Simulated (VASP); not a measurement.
Zr3H:

```
Zr H
1.0
     4.43023    0.00000    0.00000
    -2.21512    3.83669    0.00000
     0.00000    0.00000    3.72646
Zr H
3 1
Direct
  0.50000 0.00000 0.50000
  0.00000 0.50000 0.50000
  0.50000 0.50000 0.50000
  0.00000 0.00000 0.50000
```

| Property | Result |
| --- | --- |
| Program | VASP 6.6.1 |
| Task | relaxation of cell and atoms |
| Functional | PBE |
| Potentials or basis | VASP PAW PBE potentials, release 64 (Zr_sv, H) |
| Cutoff | 600 eV |
| k mesh | 6 × 6 × 6 |
| Occupations | gaussian, width 0.1 eV |
| Spin | no spin polarisation |

At the start: pressure 74.6 GPa; volume 15.84 Å³/atom.

Q: How do energy, volume and symmetry change on relaxing?

A: Over 12 steps the energy falls by 2260.6 meV/atom and the volume is 20.60 Å³/atom (+30.1 %); space group P6/mmm (No. 191, to 0.05 Å).

Step by step:
```
step  energy change (eV)  largest force (eV/Å)  pressure (GPa)  volume (Å³)
   1              0.0000                0.0000           74.63        63.34
   2             -4.7911                0.0000          -13.46       146.23
   3             -8.1902                0.0000           -4.57        98.49
   4             -8.7575                0.0000           -3.15        90.88
   5             -8.9699                0.0000           -1.54        86.02
   6             -8.7949                0.0000            6.06        76.18
   7             -9.0229                0.0000           -0.35        83.55
   8             -9.0394                0.0000            0.68        81.69
   9             -9.0391                0.0000            0.90        81.35
  10             -9.0406                0.0000           -0.14        82.45
  11             -9.0416                0.0000            0.25        82.02
  12             -9.0422                0.0000           -0.01        82.39
```

Final structure:
```
Zr H
1.0
     5.65667    0.00000    0.00000
    -2.82834    4.89882    0.00000
     0.00000    0.00000    2.97304
Zr H
3 1
Direct
  0.50000 0.00000 0.50000
  0.00000 0.50000 0.50000
  0.50000 0.50000 0.50000
  0.00000 0.00000 0.50000
```

Caveat: the volume moved by over 15 % at a fixed basis, so the end points are rough.
